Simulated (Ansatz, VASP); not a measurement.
## Hf in VASP and in Ansatz

File INCAR:

```
ALGO     = Normal         # electronic algorithm
EDIFF    = 1E-6           # SCF threshold, eV
ENCUT    = 520            # plane-wave cutoff, eV
GGA      = CA             # functional
ISIF     = 2              # what is computed and relaxed
ISMEAR   = -1             # smearing method
LASPH    = T              # aspherical terms in the spheres
LCHARG   = T              # write CHGCAR
LELF     = T              # ELF
LREAL    = F              # projectors in reciprocal space
LVHAR    = T            
LWAVE    = F              # write WAVECAR
NBANDS   = 11             # bands
NELM     = 60             # most SCF steps
PREC     = Accurate       # precision mode
SIGMA    = 0.08           # smearing width, eV
```

KPOINTS

```
k-points
0
Gamma
  17 17 17
```

File POSCAR:

```
Hf
1.0
   -1.2687822098      1.2687822098      1.2687822098
    1.2687822098     -1.2687822098      1.2687822098
    1.2687822098      1.2687822098     -1.2687822098
Hf
1
Direct
    0.0000000000      0.0000000000      0.0000000000
```

Input for Ansatz:

```yaml
crystal:
  lattice:
    - [-1.2687822098, 1.2687822098, 1.2687822098]
    - [1.2687822098, -1.2687822098, 1.2687822098]
    - [1.2687822098, 1.2687822098, -1.2687822098]
  atoms:
    - { symbol: Hf, position: [0.0, 0.0, 0.0] }
kpoints:
  mp_grid: { grid: [17, 17, 17] }
  band_path:
    path:
      - [0.0, 0.0, 0.0]
      - [0.5, -0.5, 0.5]
      - [0.0, 0.0, 0.5]
      - [0.0, 0.0, 0.0]
      - [0.25, 0.25, 0.25]
      - [0.5, -0.5, 0.5]
      - [0.25, 0.25, 0.25]
      - [0.0, 0.0, 0.5]
    npoints: 8
scf:
  occupations: { method: fermi_dirac, width: 0.08 }
hamiltonian:
  xc: lda
  pseudopotentials: { kind: paw }
output:
  forces: true
  stress: true
  eigenvalues: true
  populations: true
  dos: { projected: true, de: 0.2, e_range: [-14, 8] }
```

Change from the starting cell: volume scaled by 0.4, PAW files.

Alike in both runs: task single point; functional LDA; k mesh 17 × 17 × 17; occupations fermi-dirac, width 0.08 eV; no spin polarisation.

|  | VASP | Ansatz |
| --- | --- | --- |
| version | VASP 6.6.1 | Ansatz 0.2.0 |
| potentials or method | VASP PAW LDA potentials, release 64 (Hf_pv) | PAW with Ansatz's default frozen-core files, scalar-relativistic |
| plane-wave cutoff (eV) | 520 | 420 |
| valence electrons in the cell | 10 | 26 |

```tsv
	VASP	Ansatz	Ansatz less VASP
pressure (GPa)	595.7	606.3	+10.59
```

LDA's correlation is that of Perdew and Zunger in VASP and of Perdew and Wang (1992) in Ansatz. Both programs put the cell under a high pressure, so it lies far from rest at this level. VASP's potentials hold 10 valence electrons a cell and Ansatz's 26, so a difference there can come from the potentials and not from the codes.

Spin-orbit coupling is off throughout. Noted on VASP's run: the cell as given lies far from equilibrium.
